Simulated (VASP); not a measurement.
# Sc3BP2 (R-3m) in VASP: relaxation of cell and atoms with PBE

Aim: the relaxation of cell and atoms of Sc3BP2 with PBE.

Everything below comes from runs of VASP 6.6.1. Logs are shortened: lines on timing, memory, paths and dates and some standing lists are left out, and cuts for length are marked.

## 1. The cell of the first run

The structure is trigonal, space group R-3m (No. 166). The conventional cell has a = 4.684 Å, b = 4.684 Å, c = 15.707 Å, α = 90.00°, β = 90.00°, γ = 120.00°. Within 3.5 Å of Sc (site symmetry -3m) lie 2 Sc at 2.68 Å and 6 P at 2.95 Å. Within 3.5 Å of Sc (site symmetry 3m) lie 4 Sc at 2.68 to 2.71 Å and 3 B at 2.71 Å and 6 P at 3.04 to 3.09 Å. Within 1.9 Å of B (site symmetry -3m) lie 2 P at 1.44 Å. Within 1.9 Å of P (site symmetry 3m) lie 1 B at 1.44 Å.

## 2. Relaxation of cell and atoms, PBE

Contents of INCAR:

```
  PREC = Accurate
  ENCUT = 600
  EDIFF = 1E-6
  ISMEAR = 0
  SIGMA = 0.2
  LREAL = False
  LASPH = True
  NELM = 80
  ALGO = Normal
  ISIF = 3
  LWAVE = False
  LCHARG = False
  GGA = PE
  IBRION = 2
  NSW = 36
  EDIFFG = -0.08
```

Contents of KPOINTS:

```
regular mesh
0
Gamma
  4 4 4
```

Contents of POSCAR:

```
Sc3BP2
1.0
    2.3420192200      1.3521654300      5.2355130700
   -2.3420192200      1.3521654300      5.2355130700
    0.0000000000     -2.7043308500      5.2355130700
Sc B P
3 1 2
Direct
    0.5000000000      0.5000000000      0.5000000000
    0.3294758800      0.3294758800      0.3294758800
    0.6705241200      0.6705241200      0.6705241200
    0.0000000000      0.0000000000      0.0000000000
    0.0919638800      0.0919638800      0.0919638800
    0.9080361200      0.9080361200      0.9080361200
```

Potentials or basis: VASP PAW PBE potentials, release 64 (Sc_sv, B, P).

On the command line:

```bash
$ cat potpaw_PBE.64/Sc_sv/POTCAR potpaw_PBE.64/B/POTCAR potpaw_PBE.64/P/POTCAR > POTCAR
$ mpirun -np 1 vasp_std > vasp.out
```

OUTCAR:

```text
PREC = Accurate
   ENCUT = 600
   EDIFF = 1E-6
   ISMEAR = 0
   LREAL = False
   LASPH = True
   NELM = 80
   ISIF = 3
   GGA = PE
   IBRION = 2
   NSW = 36
   EDIFFG = -0.08

 ion  position               nearest neighbor table
   1  0.500  0.500  0.500-   2 2.68   3 2.68   5 2.95   5 2.95   6 2.95   6 2.95   5 2.95   6 2.95

   2  0.329  0.329  0.329-   1 2.68   4 2.71   4 2.71   4 2.71   3 2.71   3 2.71   3 2.71   6 3.04
                             6 3.04   6 3.04   5 3.09   5 3.09   5 3.09
   3  0.671  0.671  0.671-   1 2.68   4 2.71   4 2.71   4 2.71   2 2.71   2 2.71   2 2.71   5 3.04
                             5 3.04   5 3.04   6 3.09   6 3.09   6 3.09
   4  0.000  0.000  0.000-   5 1.44   6 1.44   3 2.71   2 2.71   3 2.71   3 2.71   2 2.71   2 2.71

   5  0.092  0.092  0.092-   4 1.44   6 2.89   1 2.95   1 2.95   1 2.95   3 3.04   3 3.04   3 3.04
                             2 3.09   2 3.09   2 3.09
   6  0.908  0.908  0.908-   4 1.44   5 2.89   1 2.95   1 2.95   1 2.95   2 3.04   2 3.04   2 3.04
                             3 3.09   3 3.09   3 3.09

  LATTYP: Found a trigonal (rhomboedric) cell.
 ALAT       =     5.8927075681
 COS(alpha) =     0.6840770859

  Lattice vectors:

 A1 = (   2.3420192200,   1.3521654300,   5.2355130700)
 A2 = (  -2.3420192200,   1.3521654300,   5.2355130700)
 A3 = (   0.0000000000,  -2.7043308500,   5.2355130700)

Analysis of symmetry for initial positions (statically):
=====================================================================
 Subroutine PRICEL returns:
 Original cell was already a primitive cell.

 Routine SETGRP: Setting up the symmetry group for a
 trigonal (rhombohedral) supercell.

 Subroutine GETGRP returns: Found 12 space group operations
 (whereof 12 operations were pure point group operations)
 out of a pool of 12 trial point group operations.

The static configuration has the point symmetry D_3d.

Analysis of symmetry for dynamics (positions and initial velocities):
=====================================================================
 Subroutine PRICEL returns:
 Original cell was already a primitive cell.

 Routine SETGRP: Setting up the symmetry group for a
 trigonal (rhombohedral) supercell.

 Subroutine GETGRP returns: Found 12 space group operations
 (whereof 12 operations were pure point group operations)
 out of a pool of 12 trial point group operations.

The dynamic configuration has the point symmetry D_3d.

 Subroutine INISYM returns: Found 12 space group operations
 (whereof 12 operations are pure point group operations),
 and found     1 'primitive' translations

----------------------------------------------------------------------------------------

                                     Primitive cell

  volume of cell :      99.4789

  direct lattice vectors                    reciprocal lattice vectors
     2.342019220  1.352165430  5.235513070     0.213490989  0.123259080  0.063667749
    -2.342019220  1.352165430  5.235513070    -0.213490989  0.123259080  0.063667749
     0.000000000 -2.704330850  5.235513070     0.000000000 -0.246518160  0.063667749

  length of vectors
     5.892707568  5.892707568  5.892707565     0.254607120  0.254607120  0.254607120

  position of ions in fractional coordinates (direct lattice)
     0.500000000  0.500000000  0.500000000
     0.329475880  0.329475880  0.329475880
     0.670524120  0.670524120  0.670524120
     0.000000000  0.000000000  0.000000000
     0.091963880  0.091963880  0.091963880
     0.908036120  0.908036120  0.908036120

  ion indices of the primitive-cell ions
   primitive index   ion index
                 1           1
                 2           2
                 3           3
                 4           4
                 5           5
                 6           6

----------------------------------------------------------------------------------------

 KPOINTS: regular mesh

Automatic generation of k-mesh.
 Grid dimensions read from file:
 generate k-points for:    4    4    4

 Generating k-lattice:

  Cartesian coordinates                     Fractional coordinates (reciprocal lattice)
     0.053372747  0.030814770  0.015916937     0.250000000  0.000000000  0.000000000
    -0.053372747  0.030814770  0.015916937     0.000000000  0.250000000  0.000000000
     0.000000000 -0.061629540  0.015916937     0.000000000  0.000000000  0.250000000

  Length of vectors
     0.063651780  0.063651780  0.063651780

  Shift w.r.t. Gamma in fractional coordinates (k-lattice)
     0.000000000  0.000000000  0.000000000

 Subroutine IBZKPT returns following result:
 ===========================================

 Found     13 irreducible k-points:

 Following reciprocal coordinates:
            Coordinates               Weight
  0.000000  0.000000  0.000000      1.000000
  0.250000 -0.000000 -0.000000      6.000000
  0.500000 -0.000000 -0.000000      3.000000
  0.250000  0.250000 -0.000000      6.000000
  0.500000  0.250000  0.000000     12.000000
 -0.250000  0.250000  0.000000      6.000000
  0.500000  0.500000 -0.000000      3.000000
  0.250000  0.250000  0.250000      2.000000
  0.500000  0.250000  0.250000      6.000000
 -0.250000  0.250000  0.250000      6.000000
  0.500000  0.500000  0.250000      6.000000
 -0.250000  0.500000  0.250000      6.000000
  0.500000  0.500000  0.500000      1.000000
   k-points           NKPTS =     13   k-points in BZ     NKDIM =     13   number of bands    NBANDS=     27
   number of dos      NEDOS =    301   number of ions     NIONS =      6
   total plane-waves  NPLWV = 110592
   dimension x,y,z NGX =    48 NGY =   48 NGZ =   48
   dimension x,y,z NGXF=    96 NGYF=   96 NGZF=   96
   ions per type =               3   1   2
   NGX,Y,Z   is equivalent  to a cutoff of  13.54, 13.54, 13.54 a.u.
   NGXF,Y,Z  is equivalent  to a cutoff of  27.08, 27.08, 27.08 a.u.
 SYSTEM =  unknown system
   PREC   = accura    normal or accurate (medium, high low for compatibility)
   ISTART =      0    job   : 0-new  1-cont  2-samecut
   ICHARG =      2    charge: 1-file 2-atom 10-const
   ISPIN  =      1    spin polarized calculation?
   LNONCOLLINEAR =      F non collinear calculations
   LSORBIT =      F    spin-orbit coupling
   LASPH  =      T    aspherical Exc in radial PAW
   ENCUT  =  600.0 eV  44.10 Ry    6.64 a.u.  11.77 11.77 11.77*2*pi/ulx,y,z
   NELM   =     80;   NELMIN=  2; NELMDL= -5     # of ELM steps
   EDIFF  = 0.1E-05   stopping-criterion for ELM
   LREAL  =      F    real-space projection
   EDIFFG = -.8E-01   stopping-criterion for IOM
   NSW    =     36    number of steps for IOM
   IBRION =      2    ionic relax: 0-MD 1-quasi-New 2-CG
   NFREE  =      1    steps in history (QN), initial steepest desc. (CG)
   ISIF   =      3    stress and relaxation
   ISYM   =      2    0-nonsym 1-usesym 2-fastsym
   POTIM  = 0.5000    time-step for ionic-motion
   TEBEG  =    0.0;   TEEND  =   0.0 temperature during run
   PSTRESS=    0.0 pullay stress
   NELECT =      46.0000    total number of electrons
   NUPDOWN=      -1.0000    fix difference up-down
   EMIN   =  10.00;   EMAX   =-10.00  energy-range for DOS
   EFERMI =   0.00;   METHOD = LEGACY
   ISMEAR =     0;   SIGMA  =   0.20  broadening in eV -4-tet -1-fermi 0-gaus
   EFERMI_NEDOS =   21; number of points for ismear=-14 and -15
   IALGO  =     38    algorithm
   IMIX   =      4    mixing-type and parameters
     AMIX     =   0.40;   BMIX     =  1.00
     AMIX_MAG =   1.60;   BMIX_MAG =  1.00
  volume/ion in A,a.u.               =      16.58       111.89
  Fermi-wavevector in a.u.,A,eV,Ry     =   1.265952  2.392302 21.805160  1.602634
  Thomas-Fermi vector in A             =   2.399178
   LORBIT       =      0    0 simple, 1 ext, 2 COOP (PROOUT), +10 PAW based schemes
   GGA     = PE    functional components
   LHFCALC =     F    Hartree Fock is set to
   AEXX    =    0.0000 exact exchange contribution
   IVDW    =     0    specifies the selected vdW correction
   LEPSILON=     F    determine dielectric tensor
   LRPA    =     F    only Hartree local field effects (RPA)
 conjugate gradient relaxation of ions
 non-spin polarized calculation
 Gauss-broadening in eV      SIGMA  =   0.20
  energy-cutoff  :      600.00
  volume of cell :       99.48
 maximum number of plane-waves:      3345
   NGX = 23   NGY = 23   NGZ = 23

--------------------------------------- Ionic step        1  -------------------------------------------

 number of electron      45.9999999 magnetization

 Free energy of the ion-electron system (eV)
  ---------------------------------------------------
  ext. energy  EPLUGINS =         0.00000000
  ---------------------------------------------------
  free energy    TOTEN  =       -30.61594304 eV

  energy without entropy =      -30.45626664  energy(sigma->0) =      -30.53610484

------------------------ aborting loop because EDIFF is reached ----------------------------------------

  FORCE on cell =-STRESS in cart. coord.  units (eV):
  Direction    XX          YY          ZZ          XY          YZ          ZX
  --------------------------------------------------------------------------------------
  -------------------------------------------------------------------------------------
  Total       -4.1050184     -4.1050184     63.7404525      0.0000000      0.0000000      0.0000000
  in kB      -66.1142243    -66.1142243   1026.5850709      0.0000000      0.0000007      0.0000000
  external PRESSURE =     298.1188741 kB  Pullay stress =       0.0000000 kB
[... 101 lines left out ...]
  FREE ENERGIE OF THE ION-ELECTRON SYSTEM (eV)
  ---------------------------------------------------
  free  energy   TOTEN  =       -33.1312028409 eV

  energy  without entropy=      -32.9949748761  energy(sigma->0) =      -33.06308886

 E-fermi :   3.5646     XC(G=0):  -9.3301

 val. band max:        3.5270076261   @ k =   0.5000   0.5000  -0.0000
 cond. band min:       3.6106202211   @ k =  -0.2500   0.5000   0.2500
 fundamental gap:      0.0836125950
 Fermi energy:         3.5646000544

 k-point     1 :       0.0000    0.0000    0.0000
  band No.  band energies     occupation
      1     -46.3605      2.00000
      2     -46.0726      2.00000
      3     -45.7972      2.00000
      4     -25.2445      2.00000
      5     -25.2445      2.00000
      6     -25.0498      2.00000
[... 379 lines left out ...]
     26       4.5357      0.00000
     27       4.5396      0.00000

 E-fermi :   4.2545     XC(G=0):  -9.5974

 val. band max:        4.1622116885   @ k =  -0.2500   0.2500   0.0000
 cond. band min:       4.2722768394   @ k =  -0.2500   0.2500   0.2500
 fundamental gap:      0.1100651509
 Fermi energy:         4.2544913885

 k-point     1 :       0.0000    0.0000    0.0000
  band No.  band energies     occupation
      1     -46.4865      2.00000
      2     -44.9593      2.00000
      3     -44.9537      2.00000
      4     -25.0810      2.00000
      5     -25.0513      2.00000
      6     -25.0513      2.00000
[... 379 lines left out ...]
     26       5.9903      0.00000
     27       5.9903      0.00000

[... ionic steps 4 to 32 ...]

--------------------------------------- Ionic step       33  -------------------------------------------

 number of electron      45.9999981 magnetization

------------------------ aborting loop because EDIFF is reached ----------------------------------------

  FORCE on cell =-STRESS in cart. coord.  units (eV):
  Direction    XX          YY          ZZ          XY          YZ          ZX
  --------------------------------------------------------------------------------------
  -------------------------------------------------------------------------------------
  Total        0.0292690      0.0292690     -0.4626600      0.0000000     -0.0000000      0.0000000
  in kB        0.4504579      0.4504579     -7.1204753      0.0000000     -0.0000000      0.0000000
  external PRESSURE =      -2.0731865 kB  Pullay stress =       0.0000000 kB
[... 65 lines left out ...]
  energy  without entropy=      -41.9837808106  energy(sigma->0) =      -42.00670854

--------------------------------------- Ionic step       35  -------------------------------------------

 number of electron      45.9999984 magnetization

 Free energy of the ion-electron system (eV)
  ---------------------------------------------------
  ext. energy  EPLUGINS =         0.00000000
  ---------------------------------------------------
  free energy    TOTEN  =       -42.03014474 eV

  energy without entropy =      -41.98416540  energy(sigma->0) =      -42.00715507

 E-fermi :   5.1376     XC(G=0): -10.6085

 val. band max:        5.0481784491   @ k =   0.5000   0.5000  -0.0000
 cond. band min:       5.2712212657   @ k =   0.2500   0.2500   0.2500
 fundamental gap:      0.2230428166
 Fermi energy:         5.1375843647

 k-point     1 :       0.0000    0.0000    0.0000
  band No.  band energies     occupation
      1     -44.1438      2.00000
      2     -43.4414      2.00000
      3     -43.4075      2.00000
      4     -22.7968      2.00000
      5     -22.7623      2.00000
      6     -22.7623      2.00000
[... 412 lines left out ...]
  FREE ENERGIE OF THE ION-ELECTRON SYSTEM (eV)
  ---------------------------------------------------
  free  energy   TOTEN  =       -42.0301447423 eV

  energy  without entropy=      -41.9841653987  energy(sigma->0) =      -42.00715507

 reached required accuracy - stopping structural energy minimisation
```

It took 27 min on 1 thread of AMD EPYC 9R45 (Zen 5), shared host; peak memory 0.34 GiB.

Results:

```yaml
Free_energy: -42.0301 eV
Relaxed_volume: 17.26 Å³/atom
Relaxed_cell: a = 8.431 Å, b = 8.431 Å, c = 8.431 Å, α = 26.29°, β = 26.29°, γ = 26.29°
Space_group_after_relaxing_to_0.05_Å: R-3m (No. 166)
Energy_gained_by_relaxing: 1902.4 meV/atom
Ionic_steps: 35
Pressure_after_relaxing: 0.3 GPa
Largest_force_after_relaxing: 0.044 eV/Å
Band_gap_on_the_k_mesh: zero (band 23 reaches 5.72 eV, above the bottom of band 24 at 5.04 eV)
```

Forces in eV/Å, atoms in the order of the input:
```
Sc   0.000  0.000  0.000
Sc   0.000  0.000 -0.044
Sc   0.000  0.000  0.044
B    0.000  0.000  0.000
P    0.000  0.000  0.038
P    0.000  0.000 -0.038
```

The path:
| step | energy change (eV) | largest force (eV/Å) | pressure (GPa) | volume (Å³) |
| --- | --- | --- | --- | --- |
| 1 | 0.0000 | 18.4336 | 29.81 | 99.48 |
| 2 | -2.3511 | 1.6188 | -2.63 | 140.69 |
| 3 | -2.5153 | 1.5825 | -3.19 | 138.69 |
| 4 | -2.7410 | 1.5470 | -3.87 | 136.38 |
| 5 | -4.6679 | 1.7475 | -7.62 | 118.56 |
| 6 | -5.5167 | 1.9370 | -5.78 | 109.18 |
| 7 | -5.5532 | 1.3957 | -0.64 | 104.37 |
| 8 | -5.6078 | 1.6121 | -4.02 | 107.02 |
| 9 | -5.6173 | 1.4032 | -3.16 | 106.23 |
| 10 | -6.3308 | 1.5794 | -1.53 | 102.11 |
| 11 | -7.0548 | 2.0733 | 14.16 | 88.76 |
| 12 | -7.1872 | 1.7071 | 8.29 | 92.24 |
| 13 | -7.7099 | 2.1984 | 4.79 | 95.69 |
| 14 | -9.3710 | 3.4053 | -2.71 | 106.07 |
| 15 | -7.4037 | 2.7085 | -1.90 | 126.82 |
| 16 | -9.6909 | 2.3871 | -4.54 | 112.81 |
| 17 | -9.7889 | 2.0848 | -4.12 | 110.33 |
| 18 | -9.8988 | 2.3865 | -3.24 | 111.25 |
| 19 | -9.9318 | 2.2658 | -3.72 | 110.98 |
| 20 | -10.2389 | 2.0806 | -2.27 | 107.56 |
| 21 | -10.7784 | 1.4720 | 5.29 | 97.72 |
| 22 | -10.7923 | 1.1517 | 8.80 | 94.71 |
| 23 | -10.9980 | 0.6349 | 6.67 | 96.10 |
| 24 | -11.1427 | 0.5644 | 3.68 | 98.47 |
| 25 | -11.2258 | 0.3132 | 1.45 | 100.71 |
| 26 | -11.2711 | 0.2283 | -2.44 | 105.32 |
| 27 | -11.2745 | 0.1647 | -1.79 | 104.41 |
| 28 | -11.3265 | 0.2824 | -1.00 | 104.05 |
| 29 | -11.3703 | 0.5843 | 0.91 | 102.97 |
| 30 | -11.3734 | 0.5144 | 0.47 | 103.25 |
| 31 | -11.4030 | 0.3168 | 0.09 | 103.72 |
| 32 | -11.4111 | 0.1575 | -0.18 | 104.08 |
| 33 | -11.4112 | 0.1454 | -0.21 | 104.10 |
| 34 | -11.4137 | 0.0804 | 0.08 | 103.78 |
| 35 | -11.4142 | 0.0444 | 0.27 | 103.56 |

Final structure:
```yaml
crystal:
  lattice:
    - [1.91700, 1.10678, 8.13481]
    - [-1.91700, 1.10678, 8.13481]
    - [0.00000, -2.21356, 8.13481]
  atoms:
    - { symbol: Sc, position: [0.50000, 0.50000, 0.50000] }
    - { symbol: Sc, position: [0.28505, 0.28505, 0.28505] }
    - { symbol: Sc, position: [0.71495, 0.71495, 0.71495] }
    - { symbol: B, position: [0.00000, 0.00000, 0.00000] }
    - { symbol: P, position: [0.10497, 0.10497, 0.10497] }
    - { symbol: P, position: [0.89503, 0.89503, 0.89503] }
```

Levels at points of the mesh, in eV from the Fermi level:
```
           k point  band 20  band 21  band 22  band 23  band 24  band 25  band 26  band 27
(0.00, 0.00, 0.00)    -1.32    -1.32     0.58     0.58     1.36     1.36     1.54     1.71
(0.50, 0.00, 0.00)    -1.54    -1.52    -0.95    -0.15    -0.10     1.14     2.52     2.96
(0.50, 0.50, 0.00)    -1.55    -1.44    -1.07    -0.14    -0.09     2.22     2.59     2.71
(0.50, 0.50, 0.50)    -0.93    -0.24    -0.24     0.54     0.54     1.74     1.74     2.53
```

Caveat: the k points lie up to 0.48 Å⁻¹ apart in the final cell; the relaxation stopped at a loose force limit of 0.08 eV/Å, so its end isn't a converged minimum.
